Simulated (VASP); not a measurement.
# Cd (Pm-3m) in VASP: notebook

Runs on Cd. Level: revPBE. Tasks: single point, relaxation of cell and atoms.

Everything below comes from runs of VASP 6.6.1. Logs are shortened: lines on timing, memory, paths and dates and some standing lists are left out, and cuts for length are marked.

### Step 1. The cell of the first run

Symmetry: Pm-3m, No. 221, cubic system. Conventional cell: a = 3.044 Å, b = 3.044 Å, c = 3.044 Å, α = 90.00°, β = 90.00°, γ = 90.00°. Within 4.0 Å of Cd (site symmetry m-3m) lie 6 Cd at 3.04 Å.

### Step 2. Single point, revPBE

Contents of INCAR:

```
ALGO = Normal ; EDIFF = 1E-6
ENCUT = 520 ; GGA = RE
ISIF = 2 ; ISMEAR = -1
LASPH = True ; LCHARG = False
LREAL = False ; LWAVE = False
NBANDS = 12 ; NELM = 100
PREC = Accurate ; SIGMA = 0.1
```

Contents of KPOINTS:

```
k-points
0
Gamma
  11 11 11
```

Contents of POSCAR:

```
Cd
1.0
    3.0441033087      0.0000000000      0.0000000000
    0.0000000000      3.0441033087      0.0000000000
    0.0000000000      0.0000000000      3.0441033087
Cd
1
Direct
    0.0000000000      0.0000000000      0.0000000000
```

Potentials or basis: VASP PAW PBE potentials, release 64 (Cd).

Launch:

```sh
$ cat potpaw_PBE.64/Cd/POTCAR > POTCAR
$ mpirun -np 1 vasp_std > vasp.out
```

OUTCAR:

```text
EDIFF = 1E-6
   ENCUT = 520
   GGA = RE
   ISIF = 2
   ISMEAR = -1
   LASPH = True
   LREAL = False
   NELM = 100
   PREC = Accurate

 ion  position               nearest neighbor table
   1  0.000  0.000  0.000-

  LATTYP: Found a simple cubic cell.
 ALAT       =     3.0441033087

  Lattice vectors:

 A1 = (   3.0441033087,   0.0000000000,   0.0000000000)
 A2 = (   0.0000000000,   3.0441033087,   0.0000000000)
 A3 = (   0.0000000000,   0.0000000000,   3.0441033087)

Analysis of symmetry for initial positions (statically):
=====================================================================
 Subroutine PRICEL returns:
 Original cell was already a primitive cell.

 Routine SETGRP: Setting up the symmetry group for a
 simple cubic supercell.

 Subroutine GETGRP returns: Found 48 space group operations
 (whereof 48 operations were pure point group operations)
 out of a pool of 48 trial point group operations.

The static configuration has the point symmetry O_h .

Analysis of symmetry for dynamics (positions and initial velocities):
=====================================================================
 Subroutine PRICEL returns:
 Original cell was already a primitive cell.

 Routine SETGRP: Setting up the symmetry group for a
 simple cubic supercell.

 Subroutine GETGRP returns: Found 48 space group operations
 (whereof 48 operations were pure point group operations)
 out of a pool of 48 trial point group operations.

The dynamic configuration has the point symmetry O_h .

 Subroutine INISYM returns: Found 48 space group operations
 (whereof 48 operations are pure point group operations),
 and found     1 'primitive' translations

----------------------------------------------------------------------------------------

                                     Primitive cell

  volume of cell :      28.2084

  direct lattice vectors                    reciprocal lattice vectors
     3.044103309  0.000000000  0.000000000     0.328503963  0.000000000  0.000000000
     0.000000000  3.044103309  0.000000000     0.000000000  0.328503963  0.000000000
     0.000000000  0.000000000  3.044103309     0.000000000  0.000000000  0.328503963

  length of vectors
     3.044103309  3.044103309  3.044103309     0.328503963  0.328503963  0.328503963

  position of ions in fractional coordinates (direct lattice)
     0.000000000  0.000000000  0.000000000

  ion indices of the primitive-cell ions
   primitive index   ion index
                 1           1

----------------------------------------------------------------------------------------
[... 75 lines left out ...]
   NFREE  =      0    steps in history (QN), initial steepest desc. (CG)
   ISIF   =      2    stress and relaxation
   ISYM   =      2    0-nonsym 1-usesym 2-fastsym
   POTIM  = 0.5000    time-step for ionic-motion
   TEBEG  =    0.0;   TEEND  =   0.0 temperature during run
   PSTRESS=    0.0 pullay stress
   NELECT =      12.0000    total number of electrons
   NUPDOWN=      -1.0000    fix difference up-down
   EMIN   =  10.00;   EMAX   =-10.00  energy-range for DOS
   EFERMI =   0.00;   METHOD = LEGACY
   ISMEAR =    -1;   SIGMA  =   0.10  broadening in eV -4-tet -1-fermi 0-gaus
   EFERMI_NEDOS =   21; number of points for ismear=-14 and -15
   IALGO  =     38    algorithm
   IMIX   =      4    mixing-type and parameters
     AMIX     =   0.40;   BMIX     =  1.00
     AMIX_MAG =   1.60;   BMIX_MAG =  1.00
  volume/ion in A,a.u.               =      28.21       190.36
  Fermi-wavevector in a.u.,A,eV,Ry     =   1.231239  2.326705 20.625760  1.515951
  Thomas-Fermi vector in A             =   2.366057
   LORBIT       =      0    0 simple, 1 ext, 2 COOP (PROOUT), +10 PAW based schemes
   GGA     = RE    functional components
   LHFCALC =     F    Hartree Fock is set to
   AEXX    =    0.0000 exact exchange contribution
   IVDW    =     0    specifies the selected vdW correction
   LEPSILON=     F    determine dielectric tensor
   LRPA    =     F    only Hartree local field effects (RPA)
 non-spin polarized calculation
  energy-cutoff  :      520.00
  volume of cell :       28.21
 maximum number of plane-waves:       776
 NGX is ok and might be reduce to    24
   NGX = 11   NGY = 11   NGZ = 11

 number of electron      11.9999990 magnetization

 Free energy of the ion-electron system (eV)
  ---------------------------------------------------
  ext. energy  EPLUGINS =         0.00000000
  ---------------------------------------------------
  free energy    TOTEN  =        -0.32616754 eV

  energy without entropy =       -0.30977919  energy(sigma->0) =       -0.31797336

 E-fermi :   1.3322     XC(G=0):  -9.5056

 val. band max:        1.3245831647   @ k =   0.4545   0.2727   0.0000
 cond. band min:       1.3847785819   @ k =   0.4545   0.3636   0.2727
 fundamental gap:      0.0601954171
 Fermi energy:         1.3322455357

 k-point     1 :       0.0000    0.0000    0.0000
  band No.  band energies     occupation
      1      -8.0595      2.00000
      2      -8.0595      2.00000
      3      -6.8910      2.00000
      4      -6.8910      2.00000
      5      -6.8910      2.00000
      6      -5.8359      2.00000
      7      10.7588      0.00000
      8      10.7588      0.00000
      9      10.7588      0.00000
     10      14.0662      0.00000
     11      14.0662      0.00000
     12      14.7607      0.00000
[... 331 lines left out ...]
 k-point    24 :       0.2727    0.0909    0.0909
  band No.  band energies     occupation
      1      -7.9141      2.00000
      2      -7.6223      2.00000
      3      -7.1466      2.00000
      4      -7.1222      2.00000
      5      -6.9297      2.00000
      6      -4.1623      2.00000
      7       4.4808      0.00000
      8      10.5486      0.00000
      9      10.7216      0.00000
     10      16.3762      0.00000
     11      16.7650      0.00000
     12      18.8166      0.00000

 [... further k-points ...]
[... 5 lines left out ...]
  --------------------------------------------------------------------------------------
  -------------------------------------------------------------------------------------
  Total        0.0316969      0.0316969      0.0316969      0.0000000      0.0000000      0.0000000
  in kB        1.8003207      1.8003207      1.8003207      0.0000000      0.0000000      0.0000000
  external PRESSURE =       1.8003207 kB  Pullay stress =       0.0000000 kB

 VOLUME and BASIS-vectors are now :
 -----------------------------------------------------------------------------
  energy-cutoff  :      520.00
  volume of cell :       28.21
      direct lattice vectors                 reciprocal lattice vectors
     3.044103309  0.000000000  0.000000000     0.328503963  0.000000000  0.000000000
     0.000000000  3.044103309  0.000000000     0.000000000  0.328503963  0.000000000
     0.000000000  0.000000000  3.044103309     0.000000000  0.000000000  0.328503963

 POSITION                                       TOTAL-FORCE (eV/Angst)
 -----------------------------------------------------------------------------------
      0.00000      0.00000      0.00000         0.000000      0.000000      0.000000
 -----------------------------------------------------------------------------------
    total drift:                                0.000000      0.000000      0.000000

  FREE ENERGIE OF THE ION-ELECTRON SYSTEM (eV)
  ---------------------------------------------------
  free  energy   TOTEN  =        -0.3261675384 eV

  energy  without entropy=       -0.3097791898  energy(sigma->0) =       -0.31797336
```

OSZICAR:

```text
N       E                     dE             d eps       ncg     rms          rms(c)
DAV:   1     0.734582545515E+02    0.73458E+02   -0.66034E+03  1392   0.944E+02
DAV:   2     0.115273998159E+01   -0.72306E+02   -0.69296E+02  1492   0.235E+02
DAV:   3    -0.344463356359E+00   -0.14972E+01   -0.14964E+01  1604   0.377E+01
DAV:   4    -0.346692444993E+00   -0.22291E-02   -0.22290E-02  1464   0.148E+00
DAV:   5    -0.346699200348E+00   -0.67554E-05   -0.67552E-05  1620   0.765E-02    0.180E+00
DAV:   6    -0.325969818027E+00    0.20729E-01   -0.60167E-02  1600   0.283E+00    0.155E+00
DAV:   7    -0.325611722476E+00    0.35810E-03   -0.72501E-03  1508   0.793E-01    0.778E-01
DAV:   8    -0.326102668321E+00   -0.49095E-03   -0.13156E-03  1400   0.435E-01    0.480E-02
DAV:   9    -0.326164732588E+00   -0.62064E-04   -0.50742E-05  1496   0.624E-02    0.643E-03
DAV:  10    -0.326167586838E+00   -0.28542E-05   -0.28619E-06  1508   0.167E-02    0.192E-03
DAV:  11    -0.326167538375E+00    0.48463E-07   -0.27514E-07   992   0.372E-03
   1 F= -.32616754E+00 E0= -.31797336E+00  d E =-.163883E-01
```

Run time: 7 s. Hardware: 1 thread of Intel Xeon 6975P-C (Granite Rapids), shared host; peak memory 0.14 GiB.

Results:

```
Free energy            : -0.3262 eV
Pressure               : 0.2 GPa
Band gap on the k mesh : zero (band 6 reaches 4.59 eV, above the bottom of band 7 at 0.02 eV)
```

Caveat: the PAW data sets were made with another functional, which shifts forces and pressure a little.

### Step 3. Relaxation of cell and atoms, revPBE

This run uses another cell than the first one, of 23.31 Å³/atom, 0.826 times its volume.

Contents of INCAR:

```
  PREC = Accurate
  ENCUT = 600
  EDIFF = 1E-7
  ISMEAR = -1
  SIGMA = 0.1
  LREAL = False
  LASPH = True
  NELM = 60
  ALGO = Normal
  ISIF = 3
  LWAVE = False
  LCHARG = False
  GGA = RE
  IBRION = 2
  NSW = 80
  EDIFFG = -0.01
```

Contents of KPOINTS:

```
regular mesh
0
Gamma
  11 11 11
```

Contents of POSCAR:

```
Cd
1.0
    2.8566758760      0.0000000000      0.0000000000
    0.0000000000      2.8566758760      0.0000000000
    0.0000000000      0.0000000000      2.8566758760
Cd
1
Direct
    0.0000000000      0.0000000000      0.0000000000
```

Potentials or basis: VASP PAW PBE potentials, release 64 (Cd).

Launch:

```sh
$ cat potpaw_PBE.64/Cd/POTCAR > POTCAR
$ mpirun -np 1 vasp_std > vasp.out
```

OUTCAR:

```text
PREC = Accurate
   ENCUT = 600
   EDIFF = 1E-7
   ISMEAR = -1
   LREAL = False
   LASPH = True
   NELM = 60
   ISIF = 3
   GGA = RE
   IBRION = 2
   NSW = 80
   EDIFFG = -0.01

 ion  position               nearest neighbor table
   1  0.000  0.000  0.000-

  LATTYP: Found a simple cubic cell.
 ALAT       =     2.8566758760

  Lattice vectors:

 A1 = (   2.8566758760,   0.0000000000,   0.0000000000)
 A2 = (   0.0000000000,   2.8566758760,   0.0000000000)
 A3 = (   0.0000000000,   0.0000000000,   2.8566758760)

Analysis of symmetry for initial positions (statically):
=====================================================================
 Subroutine PRICEL returns:
 Original cell was already a primitive cell.

 Routine SETGRP: Setting up the symmetry group for a
 simple cubic supercell.

[... 174 lines left out ...]
 k-point     1 :       0.0000    0.0000    0.0000
  band No.  band energies     occupation
      1      -7.5913      2.00000
      2      -7.5913      2.00000
      3      -5.8841      2.00000
      4      -5.8558      2.00000
      5      -5.8558      2.00000
      6      -5.8558      2.00000
      7      13.0502      0.00000
      8      13.0502      0.00000
      9      13.0502      0.00000
     10      16.8147      0.00000
[... 403 lines left out ...]
--------------------------------------- Ionic step        4  -------------------------------------------

 number of electron      11.9999988 magnetization

 Free energy of the ion-electron system (eV)
  ---------------------------------------------------
  ext. energy  EPLUGINS =         0.00000000
  ---------------------------------------------------
  free energy    TOTEN  =        -0.32414727 eV

  energy without entropy =       -0.30766969  energy(sigma->0) =       -0.31590848

 E-fermi :   1.2929     XC(G=0):  -9.4688

 val. band max:        1.2922444790   @ k =   0.4545   0.2727   0.0000
 cond. band min:       1.3380574419   @ k =   0.4545   0.3636   0.2727
 fundamental gap:      0.0458129630
 Fermi energy:         1.2928814256

 k-point     1 :       0.0000    0.0000    0.0000
  band No.  band energies     occupation
      1      -8.0776      2.00000
      2      -8.0776      2.00000
      3      -6.9278      2.00000
      4      -6.9278      2.00000
      5      -6.9278      2.00000
      6      -5.8329      2.00000
      7      10.6753      0.00000
      8      10.6753      0.00000
      9      10.6753      0.00000
     10      13.9676      0.00000
[... 327 lines left out ...]
  FREE ENERGIE OF THE ION-ELECTRON SYSTEM (eV)
  ---------------------------------------------------
  free  energy   TOTEN  =        -0.3241472699 eV

  energy  without entropy=       -0.3076696901  energy(sigma->0) =       -0.31590848

 reached required accuracy - stopping structural energy minimisation
```

OSZICAR:

```text
N       E                     dE             d eps       ncg     rms          rms(c)
DAV:   1     0.758675933240E+02    0.75868E+02   -0.75131E+03  1144   0.131E+03
DAV:   2     0.101910037780E+01   -0.74848E+02   -0.71543E+02  1148   0.279E+02
DAV:   3    -0.254687557679E+00   -0.12738E+01   -0.12733E+01  1270   0.437E+01
[... 35 lines left out ...]
DAV:   3    -0.324182828352E+00    0.27314E-03   -0.68082E-04  1212   0.317E-01    0.115E-01
DAV:   4    -0.324146132974E+00    0.36695E-04   -0.51328E-05  1158   0.707E-02    0.679E-03
DAV:   5    -0.324146704650E+00   -0.57168E-06   -0.10317E-06  1238   0.114E-02    0.338E-03
DAV:   6    -0.324147244913E+00   -0.54026E-06   -0.27681E-07  1186   0.603E-03    0.338E-04
DAV:   7    -0.324147269856E+00   -0.24942E-07   -0.74150E-09   572   0.801E-04
   4 F= -.32414727E+00 E0= -.31590848E+00  d E =-.107697E+00
```

It took 19 s on 1 thread of Intel Xeon 6975P-C (Granite Rapids), shared host; peak memory 0.14 GiB.

Results:

```
Free energy                            : -0.3241 eV
Relaxed volume                         : 28.42 Å³/atom
Relaxed cell                           : a = 3.052 Å, b = 3.052 Å, c = 3.052 Å, α = 90.00°, β = 90.00°, γ = 90.00°
Space group after relaxing (to 0.05 Å) : Pm-3m (No. 221)
Energy gained by relaxing              : 107.7 meV/atom
Ionic steps                            : 4
Pressure after relaxing                : 0.0 GPa
Band gap on the k mesh                 : zero (band 6 reaches 4.53 eV, above the bottom of band 7 at -0.01 eV)
```

Step by step:
```tsv
step	energy change (eV)	largest force (eV/Å)	pressure (GPa)	volume (Å³)
1	0.0000	0.0000	8.55	23.31
2	-0.1066	0.0000	0.57	27.77
3	-0.1076	0.0000	-0.13	28.58
4	-0.1077	0.0000	-0.01	28.42
```

Final structure:
```
CELL_PARAMETERS angstrom
3.05176 0.00000 0.00000
0.00000 3.05176 0.00000
0.00000 0.00000 3.05176
ATOMIC_POSITIONS crystal
Cd 0.00000 0.00000 0.00000
```

Levels at points of the mesh, in eV from the Fermi level:
| k point | band 2 | band 3 | band 4 | band 5 | band 6 | band 7 | band 8 | band 9 | band 10 |
| --- | --- | --- | --- | --- | --- | --- | --- | --- | --- |
| (0.00, 0.00, 0.00) | -9.37 | -8.22 | -8.22 | -8.22 | -7.13 | 9.38 | 9.38 | 9.38 | 12.67 |

Caveat: the volume moved by over 15 % at a fixed basis, so the end points are rough; the PAW data sets were made with another functional, which shifts forces and pressure a little.

### Step 4. Single point, revPBE (volume scaled by 0.88)

Contents of INCAR:

```
SYSTEM = Cd
PREC     = Accurate       ! precision mode
ENCUT    = 520            ! plane-wave cutoff, eV
EDIFF    = 1E-7           ! SCF threshold, eV
ISMEAR   = -1             ! smearing method
SIGMA    = 0.1            ! smearing width, eV
LREAL    = .FALSE.        ! projectors in reciprocal space
LASPH    = .TRUE.         ! aspherical terms in the spheres
NELM     = 60             ! most SCF steps
ALGO     = Normal         ! electronic algorithm
ISIF     = 2              ! what is computed and relaxed
LWAVE    = .FALSE.        ! write WAVECAR
LCHARG   = .TRUE.         ! write CHGCAR
GGA      = RE             ! functional
LELF     = .TRUE.         ! ELF
LVHAR    = .TRUE.       
NBANDS   = 12             ! bands
```

Contents of KPOINTS:

```
Automatic mesh
0
G
  17 17 17
  0 0 0
```

Contents of POSCAR:

```
Cd
1.0
    2.9171154080      0.0000000000      0.0000000000
    0.0000000000      2.9171154080      0.0000000000
    0.0000000000      0.0000000000      2.9171154080
Cd
1
Direct
    0.0000000000      0.0000000000      0.0000000000
```

Launch:

```sh
$ cat potpaw_PBE.64/Cd/POTCAR > POTCAR
$ mpirun -np 1 vasp_std > vasp.out
```

Wall time 18 s (1 thread of Intel Xeon 6975P-C (Granite Rapids), shared host); peak memory 0.17 GiB.

It converged, with:

```yaml
Free_energy: -0.2735 eV
Pressure: 5.0 GPa
Band_gap_on_the_k_mesh: zero (band 6 reaches 6.25 eV, above the bottom of band 7 at 0.19 eV)
```

Levels at points of the mesh, in eV from the Fermi level:
| k point | band 2 | band 3 | band 4 | band 5 | band 6 | band 7 | band 8 | band 9 | band 10 | band 11 |
| --- | --- | --- | --- | --- | --- | --- | --- | --- | --- | --- |
| (0.00, 0.00, 0.00) | -9.74 | -8.21 | -8.21 | -8.21 | -7.87 | 10.26 | 10.26 | 10.26 | 13.86 | 13.86 |

Caveat: the cell differs from its parent crystal (volume scaled by 0.88); the PAW data sets were made with another functional, which shifts forces and pressure a little.

### Step 5. Single point, revPBE (volume scaled by 0.92)

Contents of INCAR:

```
SYSTEM = Cd
PREC = Accurate
ENCUT = 520
EDIFF = 1E-7
ISMEAR = -1
SIGMA = 0.1
LREAL = .False.
LASPH = .True.
NELM = 80
ALGO = Normal
ISIF = 2
LWAVE = .False.
LCHARG = .False.
GGA = RE
NBANDS = 12
```

Contents of KPOINTS:

```
regular mesh
0
Gamma
  17 17 17
  0 0 0
```

Contents of POSCAR:

```
Cd
1.0
    2.9606608639      0.0000000000      0.0000000000
    0.0000000000      2.9606608639      0.0000000000
    0.0000000000      0.0000000000      2.9606608639
Cd
1
Direct
    0.0000000000      0.0000000000      0.0000000000
```

Launch:

```sh
$ cat potpaw_PBE.64/Cd/POTCAR > POTCAR
$ mpirun -np 1 vasp_std > vasp.out
```

Wall time 19 s (1 thread of Intel Xeon 6975P-C (Granite Rapids), shared host); peak memory 0.17 GiB.

It converged, with:

```yaml
Free_energy: -0.3015 eV
Pressure: 3.0 GPa
Band_gap_on_the_k_mesh: zero (band 6 reaches 5.85 eV, above the bottom of band 7 at 0.01 eV)
```

Levels at points of the mesh, in eV from the Fermi level:
```csv
k point,band 4,band 5,band 6,band 7,band 8,band 9
"(0.00, 0.00, 0.00)",-8.19,-8.19,-7.60,9.98,9.98,9.98
```

Caveat: the cell differs from its parent crystal (volume scaled by 0.92); the PAW data sets were made with another functional, which shifts forces and pressure a little.

(Continued in part 2 of 2.)
